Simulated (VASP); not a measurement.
# As (R-3m) in VASP: a series of runs, part 2 of 2

VASP 6.6.1.

**5. Single point, LDA**

INCAR

```
ALGO = Normal
EDIFF = 1E-6
ENCUT = 500
GGA = CA
GGA_COMPAT = False
ISIF = 2
ISMEAR = 1
LASPH = True
LCHARG = False
LREAL = False
LWAVE = False
NBANDS = 12
NELM = 120
PREC = Accurate
SIGMA = 0.6
```

KPOINTS

```
k-points
0
Gamma
  10 10 10
```

POSCAR

```
As
1.0
    1.8799878575      1.0854114956      3.3276505507
   -1.8799878575      1.0854114956      3.3276505507
    0.0000000000     -2.1708229912      3.3276505507
As
2
Direct
    0.7695128170      0.7695128170      0.7695128170
    0.2304871830      0.2304871830      0.2304871830
```

Potentials or basis: VASP PAW LDA potentials, release 64 (As).

Started as:

```sh
$ cat potpaw_LDA.64/As/POTCAR > POTCAR
$ mpirun -np 1 vasp_std > vasp.out
```

OUTCAR:

```text
EDIFF = 1E-6
   ENCUT = 500
   GGA = CA
   ISIF = 2
   ISMEAR = 1
   LASPH = True
   LREAL = False
   NELM = 120
   PREC = Accurate

 ion  position               nearest neighbor table
   1  0.770  0.770  0.770-   2 2.52   2 2.52   2 2.52
   2  0.230  0.230  0.230-   1 2.52   1 2.52   1 2.52

  LATTYP: Found a trigonal (rhomboedric) cell.
 ALAT       =     3.9731260547
 COS(alpha) =     0.5522089635

  Lattice vectors:

 A1 = (   1.8799878575,   1.0854114956,   3.3276505507)
 A2 = (  -1.8799878575,   1.0854114956,   3.3276505507)
 A3 = (   0.0000000000,  -2.1708229912,   3.3276505507)

Analysis of symmetry for initial positions (statically):
=====================================================================
 Subroutine PRICEL returns:
 Original cell was already a primitive cell.

 Routine SETGRP: Setting up the symmetry group for a
 trigonal (rhombohedral) supercell.

 Subroutine GETGRP returns: Found 12 space group operations
 (whereof 12 operations were pure point group operations)
 out of a pool of 12 trial point group operations.

The static configuration has the point symmetry D_3d.

Analysis of symmetry for dynamics (positions and initial velocities):
=====================================================================
 Subroutine PRICEL returns:
 Original cell was already a primitive cell.

 Routine SETGRP: Setting up the symmetry group for a
 trigonal (rhombohedral) supercell.

 Subroutine GETGRP returns: Found 12 space group operations
 (whereof 12 operations were pure point group operations)
 out of a pool of 12 trial point group operations.

The dynamic configuration has the point symmetry D_3d.

 Subroutine INISYM returns: Found 12 space group operations
 (whereof 12 operations are pure point group operations),
 and found     1 'primitive' translations

----------------------------------------------------------------------------------------

                                     Primitive cell

  volume of cell :      40.7416

  direct lattice vectors                    reciprocal lattice vectors
     1.879987857  1.085411496  3.327650551     0.265959165  0.153551595  0.100170775
    -1.879987857  1.085411496  3.327650551    -0.265959165  0.153551595  0.100170775
     0.000000000 -2.170822991  3.327650551     0.000000000 -0.307103191  0.100170775

  length of vectors
     3.973126055  3.973126055  3.973126055     0.323027172  0.323027172  0.323027172

  position of ions in fractional coordinates (direct lattice)
     0.769512817  0.769512817  0.769512817
     0.230487183  0.230487183  0.230487183

  ion indices of the primitive-cell ions
   primitive index   ion index
                 1           1
                 2           2

----------------------------------------------------------------------------------------

 KPOINTS: k-points

Automatic generation of k-mesh.
 Grid dimensions read from file:
 generate k-points for:   10   10   10

[... 22 lines left out ...]
  0.200000 -0.000000  0.000000      6.000000
  0.300000  0.000000  0.000000      6.000000
  0.400000  0.000000  0.000000      6.000000
  0.500000 -0.000000  0.000000      3.000000
[... 16 lines left out ...]
  0.300000  0.300000 -0.000000      6.000000
  0.400000  0.300000  0.000000     12.000000
 [... further k-points ...]
   k-points           NKPTS =    116   k-points in BZ     NKDIM =    116   number of bands    NBANDS=     12
   number of dos      NEDOS =    301   number of ions     NIONS =      2
   total plane-waves  NPLWV =  27000
   dimension x,y,z NGX =    30 NGY =   30 NGZ =   30
   dimension x,y,z NGXF=    60 NGYF=   60 NGZF=   60
   ions per type =               2
   NGX,Y,Z   is equivalent  to a cutoff of  12.55, 12.55, 12.55 a.u.
   NGXF,Y,Z  is equivalent  to a cutoff of  25.11, 25.11, 25.11 a.u.
 SYSTEM =  unknown system
   PREC   = accura    normal or accurate (medium, high low for compatibility)
   ISTART =      0    job   : 0-new  1-cont  2-samecut
   ICHARG =      2    charge: 1-file 2-atom 10-const
   ISPIN  =      1    spin polarized calculation?
   LNONCOLLINEAR =      F non collinear calculations
   LSORBIT =      F    spin-orbit coupling
   LASPH  =      T    aspherical Exc in radial PAW
   ENCUT  =  500.0 eV  36.75 Ry    6.06 a.u.   7.24  7.24  7.24*2*pi/ulx,y,z
   NELM   =    120;   NELMIN=  2; NELMDL= -5     # of ELM steps
   EDIFF  = 0.1E-05   stopping-criterion for ELM
   LREAL  =      F    real-space projection
   EDIFFG = 0.1E-04   stopping-criterion for IOM
   NSW    =      0    number of steps for IOM
   IBRION =     -1    ionic relax: 0-MD 1-quasi-New 2-CG
   NFREE  =      0    steps in history (QN), initial steepest desc. (CG)
   ISIF   =      2    stress and relaxation
   ISYM   =      2    0-nonsym 1-usesym 2-fastsym
   POTIM  = 0.5000    time-step for ionic-motion
   TEBEG  =    0.0;   TEEND  =   0.0 temperature during run
   PSTRESS=    0.0 pullay stress
   NELECT =      10.0000    total number of electrons
   NUPDOWN=      -1.0000    fix difference up-down
   EMIN   =  10.00;   EMAX   =-10.00  energy-range for DOS
   EFERMI =   0.00;   METHOD = LEGACY
   ISMEAR =     1;   SIGMA  =   0.60  broadening in eV -4-tet -1-fermi 0-gaus
   EFERMI_NEDOS =   21; number of points for ismear=-14 and -15
   IALGO  =     38    algorithm
   IMIX   =      4    mixing-type and parameters
     AMIX     =   0.40;   BMIX     =  1.00
     AMIX_MAG =   1.60;   BMIX_MAG =  1.00
  volume/ion in A,a.u.               =      20.37       137.47
  Fermi-wavevector in a.u.,A,eV,Ry     =   1.025011  1.936991 14.294939  1.050648
  Thomas-Fermi vector in A             =   2.158829
   LORBIT       =      0    0 simple, 1 ext, 2 COOP (PROOUT), +10 PAW based schemes
   GGA     = CA    functional components
   LHFCALC =     F    Hartree Fock is set to
   AEXX    =    0.0000 exact exchange contribution
   IVDW    =     0    specifies the selected vdW correction
   LEPSILON=     F    determine dielectric tensor
   LRPA    =     F    only Hartree local field effects (RPA)
 non-spin polarized calculation
 Methfessel and Paxton  Order N= 1 SIGMA  =   0.60
  energy-cutoff  :      500.00
  volume of cell :       40.74
 maximum number of plane-waves:      1060
 NGX is ok and might be reduce to    30
   NGX = 15   NGY = 15   NGZ = 15

 number of electron      10.0000001 magnetization

 Free energy of the ion-electron system (eV)
  ---------------------------------------------------
  ext. energy  EPLUGINS =         0.00000000
  ---------------------------------------------------
  free energy    TOTEN  =       -10.77697868 eV

  energy without entropy =      -10.81354626  energy(sigma->0) =      -10.78916787

 E-fermi :   6.0882     XC(G=0): -10.4163

 val. band max:        5.9626850750   @ k =   0.4000   0.3000   0.3000
 cond. band min:       6.1311805739   @ k =   0.4000   0.1000   0.1000
 fundamental gap:      0.1684954989
 Fermi energy:         6.0882459213

 k-point     1 :       0.0000    0.0000    0.0000
  band No.  band energies     occupation
      1      -9.3312      2.00000
      2       0.5286      2.00000
      3       3.6164      2.00000
      4       3.8876      2.00000
      5       3.8876      2.00000
      6       8.1496     -0.00001
      7       9.1821     -0.00000
      8       9.1821     -0.00000
      9      12.4807     -0.00000
     10      12.4807     -0.00000
     11      12.9155     -0.00000
     12      14.6068     -0.00000
[... 331 lines left out ...]
 k-point    24 :       0.4000    0.3000    0.0000
  band No.  band energies     occupation
      1      -7.2807      2.00000
      2      -2.9972      2.00000
      3       0.6677      2.00000
      4       1.9493      2.00000
      5       2.4600      2.00000
      6       8.3038     -0.00000
      7      10.6842     -0.00000
      8      11.0100     -0.00000
      9      11.6045     -0.00000
     10      16.7386     -0.00000
     11      17.0926     -0.00000
     12      17.9337     -0.00000

 [... further k-points ...]

------------------------ aborting loop because EDIFF is reached ----------------------------------------

  FORCE on cell =-STRESS in cart. coord.  units (eV):
  Direction    XX          YY          ZZ          XY          YZ          ZX
  --------------------------------------------------------------------------------------
  -------------------------------------------------------------------------------------
  Total        0.1079731      0.1079731      0.0799874      0.0000000      0.0000000      0.0000000
  in kB        4.2460755      4.2460755      3.1455310      0.0000000      0.0000000      0.0000000
  external PRESSURE =       3.8792273 kB  Pullay stress =       0.0000000 kB

 VOLUME and BASIS-vectors are now :
 -----------------------------------------------------------------------------
  energy-cutoff  :      500.00
  volume of cell :       40.74
      direct lattice vectors                 reciprocal lattice vectors
     1.879987857  1.085411496  3.327650551     0.265959165  0.153551595  0.100170775
    -1.879987857  1.085411496  3.327650551    -0.265959165  0.153551595  0.100170775
     0.000000000 -2.170822991  3.327650551     0.000000000 -0.307103191  0.100170775

 POSITION                                       TOTAL-FORCE (eV/Angst)
 -----------------------------------------------------------------------------------
      0.00000      0.00000      7.68201         0.000000      0.000000     -0.054107
      0.00000      0.00000      2.30094         0.000000     -0.000000      0.054107
 -----------------------------------------------------------------------------------
    total drift:                               -0.000000      0.000000      0.000000

  FREE ENERGIE OF THE ION-ELECTRON SYSTEM (eV)
  ---------------------------------------------------
  free  energy   TOTEN  =       -10.7769786773 eV

  energy  without entropy=      -10.8135462587  energy(sigma->0) =      -10.78916787
```

OSZICAR:

```text
N       E                     dE             d eps       ncg     rms          rms(c)
DAV:   1     0.269479069413E+02    0.26948E+02   -0.40960E+03  2784   0.674E+02
DAV:   2    -0.921927709756E+01   -0.36167E+02   -0.34498E+02  3736   0.110E+02
DAV:   3    -0.108124409082E+02   -0.15932E+01   -0.15824E+01  3464   0.237E+01
DAV:   4    -0.108201734292E+02   -0.77325E-02   -0.77318E-02  3188   0.187E+00
DAV:   5    -0.108201918218E+02   -0.18393E-04   -0.18393E-04  3448   0.979E-02    0.367E+00
DAV:   6    -0.107917489479E+02    0.28443E-01   -0.71594E-03  3128   0.450E-01    0.217E+00
DAV:   7    -0.107769926225E+02    0.14756E-01   -0.13985E-02  3132   0.644E-01    0.698E-02
DAV:   8    -0.107769753130E+02    0.17309E-04   -0.34333E-04  3252   0.118E-01    0.207E-02
DAV:   9    -0.107769790397E+02   -0.37267E-05   -0.21066E-05  3344   0.257E-02    0.840E-03
DAV:  10    -0.107769786773E+02    0.36243E-06   -0.14451E-06  2204   0.654E-03
   1 F= -.10776979E+02 E0= -.10789168E+02  d E =0.365676E-01
```

Run time: 23 s. Hardware: 1 thread of AMD EPYC 9R45 (Zen 5), shared host; peak memory 0.14 GiB.

Results:

| Item | Value |
| --- | --- |
| Free energy | -10.7770 eV |
| Pressure | 0.4 GPa |
| Largest force | 0.054 eV/Å |
| Band gap on the k mesh | zero (band 5 reaches 5.96 eV, above the bottom of band 6 at 5.74 eV) |

Forces in eV/Å, atoms in the order of the input:
```
As   0.000  0.000 -0.054
As   0.000  0.000  0.054
```

Stress tensor (GPa, compression positive):
```
0.42 0.00 0.00
0.00 0.42 0.00
0.00 0.00 0.31
```

Levels at points of the mesh, in eV from the Fermi level:
| k point | band 2 | band 3 | band 4 | band 5 | band 6 | band 7 | band 8 | band 9 |
| --- | --- | --- | --- | --- | --- | --- | --- | --- |
| (0.00, 0.00, 0.00) | -5.56 | -2.47 | -2.20 | -2.20 | 2.06 | 3.09 | 3.09 | 6.39 |
| (0.50, 0.00, 0.00) | -11.51 | -2.68 | -2.47 | -0.41 | -0.35 | 0.18 | 0.78 | 9.40 |
| (0.50, 0.50, 0.00) | -9.66 | -6.55 | -4.53 | -4.48 | 1.44 | 5.75 | 6.73 | 7.80 |
| (0.50, 0.50, 0.50) | -10.58 | -1.83 | -1.83 | -0.76 | 0.24 | 0.24 | 1.52 | 8.45 |

**6. Single point, LDA**

INCAR

```
  PREC = Accurate
  ENCUT = 500
  EDIFF = 1E-6
  ISMEAR = 1
  SIGMA = 1.0
  LREAL = False
  LASPH = True
  NELM = 120
  ALGO = Normal
  ISIF = 2
  LWAVE = False
  LCHARG = False
  GGA = CA
  NBANDS = 12
  GGA_COMPAT = False
```

KPOINTS

```
Automatic mesh
0
Gamma
  10 10 10
```

POSCAR is that of step 5.

Potentials or basis: VASP PAW LDA potentials, release 64 (As).

Started as:

```sh
$ cat potpaw_LDA.64/As/POTCAR > POTCAR
$ mpirun -np 1 vasp_std > vasp.out
```

Wall time 22 s (1 thread of AMD EPYC 9R45 (Zen 5), shared host); peak memory 0.15 GiB.

Results (log left out):

```yaml
Free_energy: -10.7456 eV
Pressure: 0.2 GPa
Largest_force: 0.080 eV/Å
Band_gap_on_the_k_mesh: zero (band 5 reaches 5.96 eV, above the bottom of band 6 at 5.74 eV)
```

Forces in eV/Å, atoms in the order of the input:
```
As   0.000  0.000 -0.080
As   0.000  0.000  0.080
```

Stress tensor (GPa, compression positive):
```
0.10 0.00 0.00
0.00 0.10 0.00
0.00 0.00 0.47
```

Levels at points of the mesh, in eV from the Fermi level:
```csv
k point,band 2,band 3,band 4,band 5,band 6,band 7,band 8,band 9
"(0.00, 0.00, 0.00)",-5.48,-2.39,-2.12,-2.12,2.14,3.18,3.18,6.47
"(0.50, 0.00, 0.00)",-11.42,-2.60,-2.39,-0.33,-0.27,0.26,0.86,9.48
"(0.50, 0.50, 0.00)",-9.58,-6.47,-4.45,-4.39,1.52,5.83,6.81,7.88
"(0.50, 0.50, 0.50)",-10.50,-1.75,-1.75,-0.68,0.32,0.32,1.60,8.54
```

**7. The runs side by side**

```tsv
smearing	gap on the mesh (eV)	pressure (GPa)	largest force (eV/Å)
methfessel-paxton 0.1 eV	none	0.5	0.06
methfessel-paxton 0.2 eV	none	0.5	0.06
methfessel-paxton 0.3 eV	none	0.5	0.05
methfessel-paxton 0.6 eV	none	0.4	0.05
methfessel-paxton 1 eV	none	0.2	0.08
```

Alike in all rows: task single point; level LDA; potentials or basis VASP PAW LDA potentials, release 64 (As); no spin polarisation; cell as given; k mesh 10 × 10 × 10; cutoff (eV) 500.

Every run on the cell as given and a fine mesh finds a metal.

Total energies depend on the potentials used, so only differences within one code and one set of settings carry meaning.
